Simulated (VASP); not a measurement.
# Al in VASP: single point with PBE+D3(BJ)

Aim: the single point of Al with PBE+D3(BJ).

Everything below comes from runs of VASP 6.6.1. Logs are shortened: lines on timing, memory, paths and dates and some standing lists are left out, and cuts for length are marked.

## 1. The cell of the first run

The cell holds a slab with vacuum, 18 atoms: a = 12.150 Å, b = 5.728 Å, c = 15.864 Å, α = 90.00°, β = 90.00°, γ = 90.00°.

## 2. Single point, PBE+D3(BJ)

The input, INCAR:

```
SYSTEM = Al
ALGO = Normal ; EDIFF = 1E-6
ENCUT = 400 ; GGA = PE
GGA_COMPAT = .FALSE. ; ISIF = 2
ISMEAR = -1 ; IVDW = 12
LASPH = .TRUE. ; LCHARG = .FALSE.
LREAL = .FALSE. ; LWAVE = .FALSE.
NBANDS = 42 ; NELM = 120
NELMDL = -8 ; PREC = Accurate
SIGMA = 0.05
```

The input, KPOINTS:

```
k-points
0
G
  1 2 1
  0 0 0
```

The input, POSCAR:

```
Al
1.0
   12.1500000000      0.0000000000      0.0000000000
    0.0000000000      5.7275650000      0.0000000000
    0.0000000000      0.0000000000     15.8637820000
Al
18
Direct
    0.0000000000      0.0000000000      0.0630366833
    0.3333333333      0.0000000000      0.0630366833
    0.6666666667      0.0000000000      0.0630366833
    0.0000000000      0.5000000000      0.0630366833
    0.3333333333      0.5000000000      0.0630366833
    0.6666666667      0.5000000000      0.0630366833
    0.1666666667      0.2500000000      0.1628581060
    0.5000000000      0.2500000000      0.1628581060
    0.8333333333      0.2500000000      0.1628581060
    0.1666666667      0.7500000000      0.1628581060
    0.5000000000      0.7500000000      0.1628581060
    0.8333333333      0.7500000000      0.1628581060
    0.0000000000      0.0000000000      0.2628379066
    0.3333333333      0.0000000000      0.2628379066
    0.6666666667      0.0000000000      0.2628379066
    0.0000000000      0.5000000000      0.2628379066
    0.3333333333      0.5000000000      0.2628379066
    0.6666666667      0.5000000000      0.2628379066
```

Potentials or basis: VASP PAW PBE potentials, release 64 (Al).

The run is started by

```
> cat potpaw_PBE.64/Al/POTCAR > POTCAR
> mpirun -np 1 vasp_std > vasp.out
```

OUTCAR:

```text
SYSTEM = Al
   EDIFF = 1E-6
   ENCUT = 400
   GGA = PE
   ISIF = 2
   ISMEAR = -1
   IVDW = 12
   LASPH = .TRUE.
   LREAL = .FALSE.
   NELM = 120
   NELMDL = -8
   PREC = Accurate
 IVDW          = 12

 ion  position               nearest neighbor table
   1  0.000  0.000  0.063-   4 2.86   4 2.86   9 2.94  10 2.94  12 2.94   7 2.94  13 3.17
   2  0.333  0.000  0.063-   5 2.86   5 2.86  10 2.94   7 2.94  11 2.94   8 2.94  14 3.17
   3  0.667  0.000  0.063-   6 2.86   6 2.86  12 2.94   9 2.94   8 2.94  11 2.94  15 3.17
   4  0.000  0.500  0.063-   1 2.86   1 2.86   9 2.94  10 2.94  12 2.94   7 2.94  16 3.17
   5  0.333  0.500  0.063-   2 2.86   2 2.86  10 2.94   7 2.94  11 2.94   8 2.94  17 3.17
   6  0.667  0.500  0.063-   3 2.86   3 2.86  12 2.94   9 2.94   8 2.94  11 2.94  18 3.17
   7  0.167  0.250  0.163-  10 2.86  10 2.86   2 2.94   5 2.94   4 2.94   1 2.94  17 2.94  14 2.94
                            13 2.94  16 2.94
   8  0.500  0.250  0.163-  11 2.86  11 2.86   5 2.94   6 2.94   2 2.94   3 2.94  15 2.94  17 2.94
                            18 2.94  14 2.94
   9  0.833  0.250  0.163-  12 2.86  12 2.86   3 2.94   6 2.94   4 2.94   1 2.94  18 2.94  15 2.94
                            13 2.94  16 2.94
  10  0.167  0.750  0.163-   7 2.86   7 2.86   2 2.94   5 2.94   4 2.94   1 2.94  17 2.94  14 2.94
                            13 2.94  16 2.94
  11  0.500  0.750  0.163-   8 2.86   8 2.86   5 2.94   6 2.94   2 2.94   3 2.94  15 2.94  17 2.94
                            18 2.94  14 2.94
  12  0.833  0.750  0.163-   9 2.86   9 2.86   3 2.94   6 2.94   4 2.94   1 2.94  18 2.94  15 2.94
                            13 2.94  16 2.94
  13  0.000  0.000  0.263-  16 2.86  16 2.86  10 2.94  12 2.94   7 2.94   9 2.94   1 3.17
  14  0.333  0.000  0.263-  17 2.86  17 2.86   7 2.94  10 2.94   8 2.94  11 2.94   2 3.17
  15  0.667  0.000  0.263-  18 2.86  18 2.86   9 2.94  12 2.94  11 2.94   8 2.94   3 3.17
  16  0.000  0.500  0.263-  13 2.86  13 2.86  10 2.94  12 2.94   7 2.94   9 2.94   4 3.17
  17  0.333  0.500  0.263-  14 2.86  14 2.86   7 2.94  10 2.94   8 2.94  11 2.94   5 3.17
  18  0.667  0.500  0.263-  15 2.86  15 2.86   9 2.94  12 2.94  11 2.94   8 2.94   6 3.17

  LATTYP: Found a simple orthorhombic cell.
 ALAT       =     5.7275650000
 B/A-ratio  =     2.1213203167
 C/A-ratio  =     2.7697253545

  Lattice vectors:

 A1 = (   0.0000000000,  -5.7275650000,   0.0000000000)
 A2 = (  12.1500000000,   0.0000000000,   0.0000000000)
 A3 = (   0.0000000000,   0.0000000000,  15.8637820000)

Analysis of symmetry for initial positions (statically):
=====================================================================
 Subroutine PRICEL returns following result:

  LATTYP: Found a simple orthorhombic cell.
 ALAT       =     2.8637825000
 B/A-ratio  =     1.4142135444
 C/A-ratio  =     5.5394507090

  Lattice vectors:

 A1 = (   0.0000000000,  -2.8637825000,   0.0000000000)
 A2 = (   4.0499999996,   0.0000000000,   0.0000000000)
 A3 = (   0.0000000000,   0.0000000000,  15.8637820000)

   6 primitive cells build up your supercell.

 Routine SETGRP: Setting up the symmetry group for a
 simple orthorhombic supercell.

 Subroutine GETGRP returns: Found  4 space group operations
 (whereof  4 operations were pure point group operations)
 out of a pool of  8 trial point group operations.

The static configuration has the point symmetry C_2v.

Analysis of symmetry for dynamics (positions and initial velocities):
=====================================================================
 Subroutine PRICEL returns following result:

  LATTYP: Found a simple orthorhombic cell.
 ALAT       =     2.8637825000
 B/A-ratio  =     1.4142135444
 C/A-ratio  =     5.5394507090

  Lattice vectors:

 A1 = (   0.0000000000,  -2.8637825000,   0.0000000000)
 A2 = (   4.0499999996,   0.0000000000,   0.0000000000)
 A3 = (   0.0000000000,   0.0000000000,  15.8637820000)

   6 primitive cells build up your supercell.

 Routine SETGRP: Setting up the symmetry group for a
 simple orthorhombic supercell.

 Subroutine GETGRP returns: Found  4 space group operations
 (whereof  4 operations were pure point group operations)
 out of a pool of  8 trial point group operations.

The dynamic configuration has the point symmetry C_2v.

 Subroutine INISYM returns: Found  4 space group operations
 (whereof  4 operations are pure point group operations),
 and found     6 'primitive' translations

----------------------------------------------------------------------------------------

                                     Primitive cell

  volume of cell :     183.9932

  direct lattice vectors                    reciprocal lattice vectors
     0.000000000 -2.863782500  0.000000000     0.000000000 -0.349188530  0.000000000
     4.050000000  0.000000000  0.000000000     0.246913580  0.000000000  0.000000000
     0.000000000  0.000000000 15.863782000     0.000000000  0.000000000  0.063036671

  length of vectors
     2.863782500  4.050000000 15.863782000     0.349188530  0.246913580  0.063036671

  position of ions in fractional coordinates (direct lattice)
     0.000000000  0.000000000  0.063036683
     0.500000000  0.500000000  0.162858106
     0.000000000  0.000000000  0.262837907

  ion indices of the primitive-cell ions
   primitive index   ion index
                 1           1
                 2           7
                 3          13

----------------------------------------------------------------------------------------

 KPOINTS: k-points

Automatic generation of k-mesh.
 Grid dimensions read from file:
 generate k-points for:    1    2    1

 Generating k-lattice:

  Cartesian coordinates                     Fractional coordinates (reciprocal lattice)
     0.082304527  0.000000000  0.000000000     1.000000000  0.000000000  0.000000000
     0.000000000  0.087297132  0.000000000     0.000000000  0.500000000  0.000000000
     0.000000000  0.000000000  0.063036671     0.000000000  0.000000000  1.000000000

  Length of vectors
     0.082304527  0.087297132  0.063036671

  Shift w.r.t. Gamma in fractional coordinates (k-lattice)
     0.000000000  0.000000000  0.000000000

 Subroutine IBZKPT returns following result:
 ===========================================

 Found      2 irreducible k-points:

 Following reciprocal coordinates:
            Coordinates               Weight
  0.000000  0.000000  0.000000      1.000000
  0.000000  0.500000  0.000000      1.000000
   k-points           NKPTS =      2   k-points in BZ     NKDIM =      2   number of bands    NBANDS=     42
   number of dos      NEDOS =    301   number of ions     NIONS =     18
   total plane-waves  NPLWV = 345600
   dimension x,y,z NGX =    80 NGY =   40 NGZ =  108
   dimension x,y,z NGXF=   160 NGYF=   80 NGZF=  216
   ions per type =              18
   NGX,Y,Z   is equivalent  to a cutoff of  10.95, 11.61, 11.32 a.u.
   NGXF,Y,Z  is equivalent  to a cutoff of  21.89, 23.22, 22.64 a.u.
 SYSTEM =  Al
   PREC   = accura    normal or accurate (medium, high low for compatibility)
   ISTART =      0    job   : 0-new  1-cont  2-samecut
   ICHARG =      2    charge: 1-file 2-atom 10-const
   ISPIN  =      1    spin polarized calculation?
   LNONCOLLINEAR =      F non collinear calculations
   LSORBIT =      F    spin-orbit coupling
   LASPH  =      T    aspherical Exc in radial PAW
   ENCUT  =  400.0 eV  29.40 Ry    5.42 a.u.  19.81  9.34 25.87*2*pi/ulx,y,z
   NELM   =    120;   NELMIN=  2; NELMDL= -8     # of ELM steps
   EDIFF  = 0.1E-05   stopping-criterion for ELM
   LREAL  =      F    real-space projection
   EDIFFG = 0.1E-04   stopping-criterion for IOM
   NSW    =      0    number of steps for IOM
   IBRION =     -1    ionic relax: 0-MD 1-quasi-New 2-CG
   NFREE  =      0    steps in history (QN), initial steepest desc. (CG)
   ISIF   =      2    stress and relaxation
   ISYM   =      2    0-nonsym 1-usesym 2-fastsym
   POTIM  = 0.5000    time-step for ionic-motion
   TEBEG  =    0.0;   TEEND  =   0.0 temperature during run
   PSTRESS=    0.0 pullay stress
   NELECT =      54.0000    total number of electrons
   NUPDOWN=      -1.0000    fix difference up-down
   EMIN   =  10.00;   EMAX   =-10.00  energy-range for DOS
   EFERMI =   0.00;   METHOD = LEGACY
   ISMEAR =    -1;   SIGMA  =   0.05  broadening in eV -4-tet -1-fermi 0-gaus
   EFERMI_NEDOS =   21; number of points for ismear=-14 and -15
   IALGO  =     38    algorithm
   IMIX   =      4    mixing-type and parameters
     AMIX     =   0.40;   BMIX     =  1.00
     AMIX_MAG =   1.60;   BMIX_MAG =  1.00
  volume/ion in A,a.u.               =      61.33       413.88
  Fermi-wavevector in a.u.,A,eV,Ry     =   0.598717  1.131411  4.877176  0.358462
  Thomas-Fermi vector in A             =   1.649927
   LORBIT       =      0    0 simple, 1 ext, 2 COOP (PROOUT), +10 PAW based schemes
   GGA     = PE    functional components
   LHFCALC =     F    Hartree Fock is set to
   AEXX    =    0.0000 exact exchange contribution
   IVDW    =    12    specifies the selected vdW correction
   LEPSILON=     F    determine dielectric tensor
   LRPA    =     F    only Hartree local field effects (RPA)
 non-spin polarized calculation
  energy-cutoff  :      400.00
  volume of cell :     1103.96
 maximum number of plane-waves:     20071
 NGX is ok and might be reduce to    80
   NGX = 39   NGY = 19   NGZ = 51

 number of electron      54.0000000 magnetization

 Free energy of the ion-electron system (eV)
  ---------------------------------------------------
  ext. energy  EPLUGINS =         0.00000000
  ---------------------------------------------------
  free energy    TOTEN  =       -57.56476112 eV

  energy without entropy =      -57.36694647  energy(sigma->0) =      -57.46585379

 E-fermi :  -1.2386     XC(G=0):  -4.1433

 val. band max:       -1.2536470314   @ k =   0.0000   0.5000   0.0000
 cond. band min:      -0.7381703355   @ k =   0.0000   0.5000   0.0000
 fundamental gap:      0.5154766960
 Fermi energy:        -1.2386032408

 k-point     1 :       0.0000    0.0000    0.0000
  band No.  band energies     occupation
      1      -9.9265      2.00000
      2      -8.9499      2.00000
      3      -8.9499      2.00000
      4      -6.7694      2.00000
      5      -6.0268      2.00000
      6      -6.0268      2.00000
[... 31 lines left out ...]
     38       1.4873      0.00000
     39       1.5173      0.00000

 k-point     2 :       0.0000    0.5000    0.0000
  band No.  band energies     occupation
      1      -8.8068      2.00000
      2      -8.8068      2.00000
      3      -7.8371      2.00000
      4      -7.8371      2.00000
      5      -7.8371      2.00000
      6      -7.8371      2.00000
[... 31 lines left out ...]
     38       1.0631      0.00000
     39       1.9530      0.00000
 [bands above 39 left out]

------------------------ aborting loop because EDIFF is reached ----------------------------------------

 Edisp (eV)   -2.91456

 E8    (eV) :    -1.3771

  FORCE on cell =-STRESS in cart. coord.  units (eV):
  Direction    XX          YY          ZZ          XY          YZ          ZX
  --------------------------------------------------------------------------------------
  -------------------------------------------------------------------------------------
  Total     -17.24073   -28.67767    -0.90972     0.00000     0.00000     0.00000
  in kB     -25.02149   -41.61994    -1.32028     0.00000     0.00000     0.00000
  external pressure =      -22.65 kB  Pullay stress =        0.00 kB

 VOLUME and BASIS-vectors are now :
 -----------------------------------------------------------------------------
  energy-cutoff  :      400.00
  volume of cell :     1103.96
      direct lattice vectors                 reciprocal lattice vectors
    12.150000000  0.000000000  0.000000000     0.082304527  0.000000000  0.000000000
     0.000000000  5.727565000  0.000000000     0.000000000  0.174594265  0.000000000
     0.000000000  0.000000000 15.863782000     0.000000000  0.000000000  0.063036671

 POSITION                                       TOTAL-FORCE (eV/Angst)
 -----------------------------------------------------------------------------------
      0.00000      0.00000      1.00000         0.000000     -0.000000      0.041884
      4.05000      0.00000      1.00000         0.000000      0.000000      0.041884
      8.10000      0.00000      1.00000        -0.000000      0.000000      0.041884
      0.00000      2.86378      1.00000         0.000000     -0.000000      0.041884
      4.05000      2.86378      1.00000         0.000000     -0.000000      0.041884
      8.10000      2.86378      1.00000        -0.000000      0.000000      0.041884
[... 10 lines left out ...]
      4.05000      2.86378      4.16960         0.000000     -0.000000     -0.044048
      8.10000      2.86378      4.16960        -0.000000      0.000000     -0.044048
 -----------------------------------------------------------------------------------
    total drift:                                0.000000     -0.000000     -0.000033

  FREE ENERGIE OF THE ION-ELECTRON SYSTEM (eV)
  ---------------------------------------------------
  free  energy   TOTEN  =       -60.4793190811 eV

  energy  without entropy=      -60.2815044329  energy(sigma->0) =      -60.38041176
```

It took 4.2 min on 1 thread of Intel Xeon 8259CL, shared host; peak memory 0.63 GiB.

What came out:

| Item | Value |
| --- | --- |
| Free energy | -60.4793 eV |
| Largest force | 0.044 eV/Å |
| Band gap on the k mesh | zero (bands 27 and 28 overlap by 0.68 eV) |
| Dispersion energy per atom | -0.162 eV |

Forces on the atoms (eV/Å):
```
Al   0.000  0.000  0.042
Al   0.000  0.000  0.042
Al   0.000  0.000  0.042
Al   0.000  0.000  0.042
Al   0.000  0.000  0.042
Al   0.000  0.000  0.042
Al   0.000  0.000  0.002
Al   0.000  0.000  0.002
Al   0.000  0.000  0.002
Al   0.000  0.000  0.002
Al   0.000  0.000  0.002
Al   0.000  0.000  0.002
Al   0.000  0.000 -0.044
Al   0.000  0.000 -0.044
Al   0.000  0.000 -0.044
Al   0.000  0.000 -0.044
Al   0.000  0.000 -0.044
Al   0.000  0.000 -0.044
```

Levels at points of the mesh, in eV from the Fermi level:
```csv
k point,band 25,band 26,band 27,band 28,band 29,band 30,band 31,band 32
"(0.00, 0.00, 0.00)",-0.58,-0.54,-0.18,-0.18,-0.12,-0.12,1.08,1.14
"(0.00, 0.50, 0.00)",-0.01,-0.01,0.50,0.50,1.09,1.09,2.07,2.07
```

Caveat: the k points lie up to 0.55 Å⁻¹ apart, too coarse for converged energies and pressures of a metal.
